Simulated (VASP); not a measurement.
# Ti (Im-3m) in VASP: notebook

Runs on Ti. Level: PBEsol. Tasks: electric field gradients.

All numbers are computed with VASP 6.6.1; they aren't measurements. Logs are shortened: lines on timing, memory, paths and dates and some standing lists are left out, and cuts for length are marked.

**1. The cell of the first run**

Symmetry: Im-3m, No. 229, cubic system. The conventional cell has a = 3.309 Å, b = 3.309 Å, c = 3.309 Å, α = 90.00°, β = 90.00°, γ = 90.00°. Ti (site symmetry m-3m) has 14 Ti at 2.87 to 3.31 Å within 3.8 Å.

**2. Electric field gradients, PBEsol (volume scaled by 1.025)**

INCAR reads:

```
SYSTEM = Ti
ALGO = Normal
EDIFF = 1E-8
ENCUT = 520
GGA = PS
ISIF = 2
ISMEAR = -1
LASPH = .True.
LCHARG = .False.
LEFG = .True.
LREAL = .False.
LWAVE = .False.
NBANDS = 12
NELM = 100
PREC = Accurate
SIGMA = 0.05
```

KPOINTS reads:

```
k-points
0
Gamma
  14 14 14
  0 0 0
```

POSCAR reads:

```
Ti
1.0
   -1.6545625985      1.6545625985      1.6545625985
    1.6545625985     -1.6545625985      1.6545625985
    1.6545625985      1.6545625985     -1.6545625985
Ti
1
Direct
    0.0000000000      0.0000000000      0.0000000000
```

Potentials or basis: VASP PAW PBE potentials, release 64 (Ti_sv).

On the command line:

```bash
cat potpaw_PBE.64/Ti_sv/POTCAR > POTCAR
mpirun -np 1 vasp_std > vasp.out
```

OUTCAR:

```text
SYSTEM = Ti
   EDIFF = 1E-8
   ENCUT = 520
   GGA = PS
   ISIF = 2
   ISMEAR = -1
   LASPH = .True.
   LREAL = .False.
   NELM = 100
   PREC = Accurate

 ion  position               nearest neighbor table
   1  0.000  0.000  0.000-

  LATTYP: Found a body centered cubic cell.
 ALAT       =     3.3091251970

  Lattice vectors:

 A1 = (  -1.6545625985,   1.6545625985,   1.6545625985)
 A2 = (   1.6545625985,  -1.6545625985,   1.6545625985)
 A3 = (   1.6545625985,   1.6545625985,  -1.6545625985)

Analysis of symmetry for initial positions (statically):
=====================================================================
 Subroutine PRICEL returns:
 Original cell was already a primitive cell.

 Routine SETGRP: Setting up the symmetry group for a
 body centered cubic supercell.

 Subroutine GETGRP returns: Found 48 space group operations
 (whereof 48 operations were pure point group operations)
 out of a pool of 48 trial point group operations.

The static configuration has the point symmetry O_h .

Analysis of symmetry for dynamics (positions and initial velocities):
=====================================================================
 Subroutine PRICEL returns:
 Original cell was already a primitive cell.

 Routine SETGRP: Setting up the symmetry group for a
 body centered cubic supercell.

 Subroutine GETGRP returns: Found 48 space group operations
 (whereof 48 operations were pure point group operations)
 out of a pool of 48 trial point group operations.

The dynamic configuration has the point symmetry O_h .

 Subroutine INISYM returns: Found 48 space group operations
 (whereof 48 operations are pure point group operations),
 and found     1 'primitive' translations

----------------------------------------------------------------------------------------

                                     Primitive cell

  volume of cell :      18.1180

  direct lattice vectors                    reciprocal lattice vectors
    -1.654562599  1.654562599  1.654562599     0.000000000  0.302194671  0.302194671
     1.654562599 -1.654562599  1.654562599     0.302194671  0.000000000  0.302194671
     1.654562599  1.654562599 -1.654562599     0.302194671  0.302194671  0.000000000

  length of vectors
     2.865786485  2.865786485  2.865786485     0.427367802  0.427367802  0.427367802

  position of ions in fractional coordinates (direct lattice)
     0.000000000  0.000000000  0.000000000

  ion indices of the primitive-cell ions
   primitive index   ion index
                 1           1

----------------------------------------------------------------------------------------

 KPOINTS: k-points

Automatic generation of k-mesh.
 Grid dimensions read from file:
 generate k-points for:   14   14   14

 Generating k-lattice:

  Cartesian coordinates                     Fractional coordinates (reciprocal lattice)
     0.000000000  0.021585334  0.021585334     0.071428571  0.000000000  0.000000000
     0.021585334  0.000000000  0.021585334     0.000000000  0.071428571  0.000000000
     0.021585334  0.021585334  0.000000000     0.000000000  0.000000000  0.071428571

  Length of vectors
     0.030526272  0.030526272  0.030526272

  Shift w.r.t. Gamma in fractional coordinates (k-lattice)
     0.000000000  0.000000000  0.000000000

 Subroutine IBZKPT returns following result:
 ===========================================

 Found    104 irreducible k-points:

 Following reciprocal coordinates:
            Coordinates               Weight
  0.000000  0.000000  0.000000      1.000000
  0.071429  0.000000  0.000000     12.000000
  0.142857  0.000000  0.000000     12.000000
  0.214286  0.000000  0.000000     12.000000
  0.285714  0.000000  0.000000     12.000000
  0.357143  0.000000  0.000000     12.000000
[... 16 lines left out ...]
  0.285714  0.285714  0.000000     24.000000
  0.357143  0.285714 -0.000000     24.000000
 [... further k-points ...]
   k-points           NKPTS =    104   k-points in BZ     NKDIM =    104   number of bands    NBANDS=     12
   number of dos      NEDOS =    301   number of ions     NIONS =      1
   total plane-waves  NPLWV =  13824
   dimension x,y,z NGX =    24 NGY =   24 NGZ =   24
   dimension x,y,z NGXF=    48 NGYF=   48 NGZF=   48
   ions per type =               1
   NGX,Y,Z   is equivalent  to a cutoff of  13.92, 13.92, 13.92 a.u.
   NGXF,Y,Z  is equivalent  to a cutoff of  27.85, 27.85, 27.85 a.u.
 SYSTEM =  Ti
   PREC   = accura    normal or accurate (medium, high low for compatibility)
   ISTART =      0    job   : 0-new  1-cont  2-samecut
   ICHARG =      2    charge: 1-file 2-atom 10-const
   ISPIN  =      1    spin polarized calculation?
   LNONCOLLINEAR =      F non collinear calculations
   LSORBIT =      F    spin-orbit coupling
   LASPH  =      T    aspherical Exc in radial PAW
   ENCUT  =  520.0 eV  38.22 Ry    6.18 a.u.   5.33  5.33  5.33*2*pi/ulx,y,z
   NELM   =    100;   NELMIN=  2; NELMDL= -5     # of ELM steps
   EDIFF  = 0.1E-07   stopping-criterion for ELM
   LREAL  =      F    real-space projection
   EDIFFG = 0.1E-06   stopping-criterion for IOM
   NSW    =      0    number of steps for IOM
   IBRION =     -1    ionic relax: 0-MD 1-quasi-New 2-CG
   NFREE  =      0    steps in history (QN), initial steepest desc. (CG)
   ISIF   =      2    stress and relaxation
   ISYM   =      2    0-nonsym 1-usesym 2-fastsym
   POTIM  = 0.5000    time-step for ionic-motion
   TEBEG  =    0.0;   TEEND  =   0.0 temperature during run
   PSTRESS=    0.0 pullay stress
   NELECT =      12.0000    total number of electrons
   NUPDOWN=      -1.0000    fix difference up-down
   EMIN   =  10.00;   EMAX   =-10.00  energy-range for DOS
   EFERMI =   0.00;   METHOD = LEGACY
   ISMEAR =    -1;   SIGMA  =   0.05  broadening in eV -4-tet -1-fermi 0-gaus
   EFERMI_NEDOS =   21; number of points for ismear=-14 and -15
   IALGO  =     38    algorithm
   IMIX   =      4    mixing-type and parameters
     AMIX     =   0.40;   BMIX     =  1.00
     AMIX_MAG =   1.60;   BMIX_MAG =  1.00
  volume/ion in A,a.u.               =      18.12       122.27
  Fermi-wavevector in a.u.,A,eV,Ry     =   1.427027  2.696689 27.706968  2.036405
  Thomas-Fermi vector in A             =   2.547240
   LORBIT       =      0    0 simple, 1 ext, 2 COOP (PROOUT), +10 PAW based schemes
   GGA     = PS    functional components
   LHFCALC =     F    Hartree Fock is set to
   AEXX    =    0.0000 exact exchange contribution
   IVDW    =     0    specifies the selected vdW correction
   LEPSILON=     F    determine dielectric tensor
   LRPA    =     F    only Hartree local field effects (RPA)
 non-spin polarized calculation
  energy-cutoff  :      520.00
  volume of cell :       18.12
 maximum number of plane-waves:       498
 NGX is ok and might be reduce to    24
   NGX = 11   NGY = 11   NGZ = 11

 number of electron      12.0000004 magnetization

 Free energy of the ion-electron system (eV)
  ---------------------------------------------------
  ext. energy  EPLUGINS =         0.00000000
  ---------------------------------------------------
  free energy    TOTEN  =        -8.19622912 eV

  energy without entropy =       -8.17495425  energy(sigma->0) =       -8.18559168

 E-fermi :   7.5200     XC(G=0): -11.4321

 val. band max:        7.5090688613   @ k =   0.2143   0.1429   0.0000
 cond. band min:       7.5255868296   @ k =   0.3571   0.1429   0.1429
 fundamental gap:      0.0165179683
 Fermi energy:         7.5199968562

 k-point     1 :       0.0000    0.0000    0.0000
  band No.  band energies     occupation
      1     -48.8569      2.00000
      2     -24.8534      2.00000
      3     -24.8534      2.00000
      4     -24.8534      2.00000
      5       1.6698      2.00000
      6       8.4713      0.00000
      7       8.4713      0.00000
      8       8.4713      0.00000
      9      10.1524      0.00000
     10      10.1524      0.00000
     11      24.6497      0.00000
     12      24.6497      0.00000

 k-point     2 :       0.0714    0.0000    0.0000
  band No.  band energies     occupation
      1     -48.8514      2.00000
      2     -24.8840      2.00000
      3     -24.8630      2.00000
      4     -24.8536      2.00000
      5       1.8377      2.00000
      6       8.3966      0.00000
      7       8.4500      0.00000
      8       8.5917      0.00000
      9      10.0672      0.00000
     10      10.1570      0.00000
     11      24.3486      0.00000
     12      24.6184      0.00000

 k-point     3 :       0.1429    0.0000    0.0000
  band No.  band energies     occupation
      1     -48.8359      2.00000
      2     -24.9689      2.00000
      3     -24.8895      2.00000
      4     -24.8540      2.00000
      5       2.3231      2.00000
      6       8.1938      0.00000
      7       8.3443      0.00000
      8       8.9413      0.00000
      9       9.9070      0.00000
     10      10.1753      0.00000
     11      23.3920      0.00000
     12      24.3054      0.00000

 k-point     4 :       0.2143    0.0000    0.0000
  band No.  band energies     occupation
      1     -48.8134      2.00000
      2     -25.0899      2.00000
      3     -24.9277      2.00000
      4     -24.8547      2.00000
      5       3.0648      2.00000
      6       7.9165      0.00072
      7       8.1063      0.00002
      8       9.4844      0.00000
      9       9.8491      0.00000
     10      10.2165      0.00000
     11      21.7977      0.00000
     12      23.4761      0.00000

 k-point     5 :       0.2857    0.0000    0.0000
  band No.  band energies     occupation
      1     -48.7883      2.00000
      2     -25.2220      2.00000
      3     -24.9697      2.00000
      4     -24.8554      2.00000
      5       3.9335      2.00000
      6       7.6276      0.20818
      7       7.8617      0.00215
      8       9.9275      0.00000
      9      10.1538      0.00000
     10      10.2837      0.00000
     11      19.8591      0.00000
     12      22.4258      0.00000
[... 228 lines left out ...]
      1     -48.7443      2.00000
      2     -25.3450      2.00000
      3     -25.0944      2.00000
      4     -24.9121      2.00000
      5       5.7553      2.00000
      6       7.0485      1.99984
      7       7.4998      1.19919
      8       9.9761      0.00000
      9      10.5300      0.00000
     10      12.3218      0.00000
     11      17.3297      0.00000
     12      18.5406      0.00000

 k-point    22 :       0.3571    0.2143   -0.0000
  band No.  band energies     occupation
      1     -48.7357      2.00000
      2     -25.3615      2.00000
      3     -25.1332      2.00000
      4     -24.9153      2.00000
      5       5.9890      2.00000
      6       7.1064      1.99949
      7       7.4944      1.25027
      8      10.0895      0.00000
      9      10.5753      0.00000
     10      13.1232      0.00000
     11      15.9405      0.00000
     12      18.1377      0.00000

 k-point    23 :       0.2857    0.2857    0.0000
  band No.  band energies     occupation
      1     -48.7344      2.00000
      2     -25.3284      2.00000
      3     -25.1685      2.00000
      4     -24.9226      2.00000
      5       6.2901      2.00000
      6       6.9095      1.99999
      7       7.3579      1.92482
      8      10.1321      0.00000
      9      10.5047      0.00000
     10      13.4394      0.00000
     11      16.6968      0.00000
     12      16.8433      0.00000

 k-point    24 :       0.3571    0.2857   -0.0000
  band No.  band energies     occupation
      1     -48.7309      2.00000
      2     -25.3051      2.00000
      3     -25.2130      2.00000
      4     -24.9257      2.00000
      5       6.4690      2.00000
      6       7.0114      1.99992
      7       7.1693      1.99820
      8      10.2440      0.00000
      9      10.4628      0.00000
     10      14.3376      0.00000
     11      15.5964      0.00000
     12      16.5922      0.00000

 [... further k-points ...]
[... 5 lines left out ...]
  --------------------------------------------------------------------------------------
  -------------------------------------------------------------------------------------
  Total       -1.0084707     -1.0084707     -1.0084707     -0.0000000     -0.0000000      0.0000000
  in kB      -89.1793400    -89.1793400    -89.1793400     -0.0000000     -0.0000000      0.0000000
  external PRESSURE =     -89.1793400 kB  Pullay stress =       0.0000000 kB

 VOLUME and BASIS-vectors are now :
 -----------------------------------------------------------------------------
  energy-cutoff  :      520.00
  volume of cell :       18.12
      direct lattice vectors                 reciprocal lattice vectors
    -1.654562599  1.654562599  1.654562599     0.000000000  0.302194671  0.302194671
     1.654562599 -1.654562599  1.654562599     0.302194671  0.000000000  0.302194671
     1.654562599  1.654562599 -1.654562599     0.302194671  0.302194671  0.000000000

 POSITION                                       TOTAL-FORCE (eV/Angst)
 -----------------------------------------------------------------------------------
      0.00000      0.00000      0.00000         0.000000      0.000000     -0.000000
 -----------------------------------------------------------------------------------
    total drift:                                0.000000      0.000000     -0.000000

  FREE ENERGIE OF THE ION-ELECTRON SYSTEM (eV)
  ---------------------------------------------------
  free  energy   TOTEN  =        -8.1962291168 eV

  energy  without entropy=       -8.1749542505  energy(sigma->0) =       -8.18559168

 Electric field gradients (V/A^2)
---------------------------------------------------------------------
 ion       V_xx      V_yy      V_zz      V_xy      V_xz      V_yz
---------------------------------------------------------------------
   1       0.000    -0.000    -0.000     0.001     0.001     0.001
---------------------------------------------------------------------

 Electric field gradients after diagonalization (V/A^2)
 (convention: |V_zz| > |V_xx| > |V_yy|)
----------------------------------------------------------------------
 ion       V_xx      V_yy      V_zz     asymmetry (V_yy - V_xx)/ V_zz
----------------------------------------------------------------------
   1      -0.001    -0.001     0.002       0.000
----------------------------------------------------------------------

           NMR quadrupolar parameters

 Cq : quadrupolar parameter    Cq=e*Q*V_zz/h
 eta: asymmetry parameters     (V_yy - V_xx)/ V_zz
 Q  : nuclear electric quadrupole moment in mb (millibarn)
----------------------------------------------------------------------
 ion       Cq(MHz)       eta       Q (mb)
----------------------------------------------------------------------
   1       0.000       0.000       1.000
----------------------------------------------------------------------
```

Wall time 8.4 s (1 thread of Intel Xeon 6975P-C (Granite Rapids), shared host); peak memory 0.15 GiB.

Results:

```yaml
Free_energy: -8.1962 eV
Pressure: -8.9 GPa
Band_gap_on_the_k_mesh: zero (band 6 reaches 8.47 eV, above the bottom of band 7 at 6.89 eV)
```

Levels at points of the mesh, in eV from the Fermi level:
```tsv
k point	band 3	band 4	band 5	band 6	band 7	band 8	band 9	band 10
(0.00, 0.00, 0.00)	-32.37	-32.37	-5.85	0.95	0.95	0.95	2.63	2.63
(0.50, 0.00, 0.00)	-32.56	-32.38	-2.35	-0.36	1.04	2.61	2.94	4.07
(0.50, 0.50, 0.50)	-32.78	-32.78	-1.96	-1.96	3.74	3.74	3.74	8.03
```

Caveat: without QUAD_EFG the Cq values of the log hold for a quadrupole moment of 1 mb, not for the nuclei; the PAW data sets were made with another functional, which shifts forces and pressure a little.

(Part 1 of 2 ends here.)
